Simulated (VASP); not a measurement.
**Ir: elastic constants with PBE**

The system is Ir.

```xyz
2
Lattice="2.7323 0.0000 0.0000 -1.3662 2.3663 0.0000 0.0000 0.0000 4.4278" Properties=species:S:1:pos:R:3 pbc="T T T"
Ir    1.3662    0.7888    3.3209
Ir    0.0000    1.5775    1.1070
```

This isn't the form of Ir at room conditions, which is fcc.

```yaml
Program: VASP 6.6.1
Task: elastic constants
Functional: PBE
Potentials_or_basis: VASP PAW PBE potentials, release 64 (Ir)
Cutoff: 600 eV
k_mesh: 18 × 18 × 10
Occupations: fermi-dirac, width 0.15 eV
Spin: no spin polarisation
Dipole_correction: no
Ions_in_elastic_constants: relaxed
Further_INCAR_settings: ALGO = Normal; EDIFF = 1e-08; IBRION = 6; POTIM = 0.015; NSW = 1; ISIF = 3
```

- Voigt bulk modulus: 373 GPa
- Highest phonon frequency at Γ: 203 cm⁻¹

Phonon frequencies in cm⁻¹ (negative: imaginary):
```csv
q point,frequencies
"(0.000, 0.000, 0.000)",0 0 0 119 119 203
```

Elastic tensor in Voigt notation (GPa, in the Cartesian axes of the cell as first typed):
```
636 220 253   0   0   0
220 636 253   0   0   0
253 253 631   0   0   0
  0   0   0  98   0   0
  0   0   0   0  98   0
  0   0   0   0   0 208
```

Clamped-ion elastic tensor (GPa):
```
639 217 253   0   0   0
217 639 253   0   0   0
253 253 631   0   0   0
  0   0   0  98   0   0
  0   0   0   0  98   0
  0   0   0   0   0 211
```

It took 76 min on 1 thread of Oxide Virtual Turin-like Processor (shared host), peak memory 0.77 GiB.

Caveat: the cell is under stress, which shifts elastic constants.
